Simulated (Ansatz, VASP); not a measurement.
# Nb3Sn: VASP beside Ansatz

```
Nb Sn
1.0
     4.21370    0.00000    0.00000
     0.00000    4.21370    0.00000
     0.00000    0.00000    4.21370
Nb Sn
3 1
Direct
  0.00000 0.50000 0.50000
  0.50000 0.00000 0.50000
  0.50000 0.50000 0.00000
  0.00000 0.00000 0.00000
```

Alike in both runs: functional r2SCAN; k mesh 12 × 12 × 12; occupations gaussian, width 0.1 eV; no spin polarisation.

Ansatz relaxed the structure, and its values are those at the end. VASP's run is a single point on that final structure, the one shown.

|  | VASP | Ansatz |
| --- | --- | --- |
| version | VASP 6.6.1 | Ansatz 0.2.0 |
| potentials or method | VASP PAW PBE potentials, release 64 (Nb_sv, Sn_d), cutoff 520 eV | scalar-relativistic, plane waves, PAW |
| valence electrons in the cell | 53 | 53 |

|  | VASP | Ansatz | Ansatz less VASP |
| --- | --- | --- | --- |
| gap on the k mesh at the Fermi level (eV) | none | none | - |
| pressure (GPa) | -0.1 | 0.0 | +0.09 |

VASP's potentials were made for PBE, not for r2SCAN. A gap of «none» marks a metal or a gap that the smearing closes.
